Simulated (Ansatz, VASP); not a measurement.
## One calculation of ZnS, two programs

Contents of INCAR:

```
PREC = Accurate
ENCUT = 520
EDIFF = 1E-6
ISMEAR = -1
SIGMA = 0.03
LREAL = F
LASPH = T
NELM = 60
ALGO = Normal
ISIF = 2
LWAVE = F
LCHARG = F
GGA = PE
NBANDS = 26
```

File KPOINTS:

```
regular mesh
0
Gamma
  8 8 5
```

POSCAR

```
ZnS
1.0
    3.8362379197      0.0000000000      0.0000000000
   -1.9181189598      3.3222794933      0.0000000000
    0.0000000000      0.0000000000      6.2752859714
Zn S
2 2
Direct
    0.3333333333      0.6666666667      0.0000000000
    0.6666666667      0.3333333333      0.5000000000
    0.3333333333      0.6666666667      0.3850000000
    0.6666666667      0.3333333333      0.8850000000
```

Input for Ansatz:

```yaml
crystal:
  lattice:
    - [3.8362379197, 0.0, 0.0]
    - [-1.9181189598, 3.3222794933, 0.0]
    - [0.0, 0.0, 6.2752859714]
  atoms:
    - { symbol: Zn, position: [0.3333333333, 0.6666666667, 0.0] }
    - { symbol: Zn, position: [0.6666666667, 0.3333333333, 0.5] }
    - { symbol: S, position: [0.3333333333, 0.6666666667, 0.385] }
    - { symbol: S, position: [0.6666666667, 0.3333333333, 0.885] }
kpoints:
  mp_grid: { grid: [8, 8, 5] }
scf:
  occupations: { method: fermi_dirac, width: 0.03 }
hamiltonian:
  xc: pbe
  pseudopotentials: { kind: all_electron, lapw: { basis_error: 0.001 } }
output:
  forces: true
  stress: true
  eigenvalues: true
```

Change from the starting cell: volume scaled by 1.02.

Alike in both runs: task single point; functional PBE; k mesh 8 × 8 × 5; occupations fermi-dirac, width 0.03 eV; no spin polarisation.

|  | VASP | Ansatz |
| --- | --- | --- |
| version | VASP 6.6.1 | Ansatz 0.2.0 |
| potentials or method | VASP PAW PBE potentials, release 64 (Zn, S), cutoff 520 eV | all-electron LAPW, scalar-relativistic |

Ansatz gave:

- gap on the k mesh at the Fermi level (eV): 2.16
- pressure (GPa): 0.8
- traceless stress, the component that is largest in VASP (GPa): -1.16
- rms of the force components (eV/Å): 0.171

Q: Estimate VASP's values.

A: gap on the k mesh at the Fermi level (eV): 2.16; pressure (GPa): 1.0; traceless stress, the component that is largest in VASP (GPa): -1.18; rms of the force components (eV/Å): 0.173.

Atom by atom the forces differ by 0.002 eV/Å (rms over components). Ansatz ran all-electron here, and VASP with PAW potentials.
